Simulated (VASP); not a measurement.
Ga2O3:

```xyz
10
Lattice="2.3183 1.3385 4.2038 -2.3183 1.3385 4.2038 0.0000 -2.6769 4.2038" Properties=species:S:1:pos:R:3 pbc="T T T"
Ga    0.0000    0.0000   10.7828
Ga    0.0000    0.0000    4.4771
Ga    0.0000    0.0000    1.8287
Ga    0.0000    0.0000    8.1344
O     0.9041   -1.3385    5.2548
O    -1.6112   -0.1138    5.2548
O    -0.9041    1.3385    7.3567
O    -0.7071   -1.4522    7.3567
O     1.6112    0.1138    7.3567
O     0.7071    1.4522    5.2548
```

| Quantity | Value |
| --- | --- |
| Program | VASP 6.6.1 |
| Task | relaxation of cell and atoms |
| Functional | PBE |
| Potentials or basis | VASP PAW PBE potentials, release 64 (Ga_d, O) |
| Cutoff | 600 eV |
| k mesh | 6 × 6 × 6 |
| Occupations | fermi-dirac, width 0.02 eV |
| Spin | no spin polarisation |

At the start: pressure 89.6 GPa; volume 7.83 Å³/atom.

Q: How do energy, volume and symmetry change on relaxing?

A: Over 12 steps the energy falls by 509.0 meV/atom and the volume is 10.10 Å³/atom (+29.1 %); space group R-3c (No. 167, to 0.1 Å) before and after.

The path:
```csv
step,energy change (eV),largest force (eV/Å),pressure (GPa),volume (Å³)
1,0.0000,0.1183,89.63,78.27
2,0.1434,0.1045,-33.86,139.05
3,-5.0693,0.1007,-3.09,102.65
4,-5.0842,0.1018,-0.94,101.49
5,-5.0856,0.1022,0.06,100.99
6,-5.0887,0.0519,0.05,101.02
7,-5.0892,0.0209,0.04,101.03
8,-5.0895,0.0148,-0.07,101.07
9,-5.0896,0.0102,-0.12,101.10
10,-5.0896,0.0094,-0.13,101.10
11,-5.0896,0.0026,0.11,100.98
12,-5.0897,0.0041,-0.01,101.03
```

Final structure:
```
Ga O
1.0
     2.53265    1.46222    4.54673
    -2.53265    1.46222    4.54673
     0.00000   -2.92445    4.54673
Ga O
4 6
Direct
  0.85590 0.85590 0.85590
  0.35590 0.35590 0.35590
  0.14410 0.14410 0.14410
  0.64410 0.64410 0.64410
  0.44696 0.05304 0.75000
  0.05304 0.75000 0.44696
  0.55304 0.94696 0.25000
  0.25000 0.55304 0.94696
  0.94696 0.25000 0.55304
  0.75000 0.44696 0.05304
```

Caveat: the volume moved by over 15 % at a fixed basis, so the end points are rough.
